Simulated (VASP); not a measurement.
LaF2:

```xyz
3
Lattice="3.3451 0.0000 0.0000 -1.6725 2.8969 0.0000 0.0000 0.0000 5.3963" Properties=species:S:1:pos:R:3 pbc="T T T"
La    0.0000    0.0000    0.0000
F     0.0000    1.9313    1.3599
F     1.6725    0.9656    4.0364
```

| Property | Result |
| --- | --- |
| Program | VASP 6.6.1 |
| Task | relaxation of cell and atoms |
| Functional | PBEsol |
| Potentials or basis | VASP PAW PBE potentials, release 64 (La, F_h) |
| Cutoff | 1350 eV |
| k mesh | 10 × 10 × 6 |
| Occupations | gaussian, width 0.05 eV |
| Spin | no spin polarisation |

At the start: pressure 12.9 GPa; volume 17.43 Å³/atom.

Task: Where does the relaxation end?

Result: Over 31 steps the energy falls by 96.4 meV/atom and the volume is 18.34 Å³/atom (+5.2 %); space group P-3m1 (No. 164, to 0.1 Å) before and after.

The path:
```
step  energy change (eV)  largest force (eV/Å)  pressure (GPa)  volume (Å³)
   1              0.0000                1.1985           12.86        52.29
   2             -0.1069                1.0364           -6.36        63.60
   3             -0.2534                0.2391           -0.02        58.18
   4             -0.2535                0.2165            0.19        58.05
   5             -0.2692                0.1310            0.07        58.32
   6             -0.2829                0.0191            0.13        58.83
   7             -0.2829                0.0418            0.00        58.91
   8             -0.2830                0.0377           -0.04        58.89
   9             -0.2830                0.0283           -0.05        58.86
  10             -0.2830                0.0330           -0.02        58.88
  11             -0.2831                0.0241           -0.12        58.87
  12             -0.2832                0.0141           -0.21        58.85
  13             -0.2834                0.0057           -0.42        58.83
  14             -0.2834                0.0061           -0.46        58.82
  15             -0.2835                0.0063           -0.38        58.79
  16             -0.2836                0.0072           -0.32        58.73
  17             -0.2839                0.0094           -0.53        58.62
  18             -0.2844                0.0124           -0.47        58.39
  19             -0.2854                0.0180           -0.38        57.94
  20             -0.2872                0.0296           -0.46        57.04
  21             -0.2889                0.0485           -0.30        55.23
  22             -0.2889                0.0360            0.39        54.87
  23             -0.2892                0.0069           -0.18        55.05
  24             -0.2892                0.0051            0.11        55.00
  25             -0.2892                0.0006            0.13        55.02
  26             -0.2892                0.0032            0.06        55.04
  27             -0.2892                0.0049           -0.07        55.04
  28             -0.2892                0.0011            0.16        55.01
  29             -0.2892                0.0001            0.13        55.02
  30             -0.2892                0.0005            0.10        55.01
  31             -0.2892                0.0012            0.04        55.03
```

Final structure:
```yaml
crystal:
  lattice:
    - [3.56529, 0.00000, 0.00000]
    - [-1.78265, 3.08763, 0.00000]
    - [0.00000, 0.00000, 4.99861]
  atoms:
    - { symbol: La, position: [0.00000, 0.00000, 0.00000] }
    - { symbol: F, position: [0.33333, 0.66667, 0.27056] }
    - { symbol: F, position: [0.66667, 0.33333, 0.72944] }
```

Caveat: the PAW data sets were made with another functional, which shifts forces and pressure a little; an odd number of electrons without spin polarisation forces a metal; a magnetic or distorted state may lie lower.
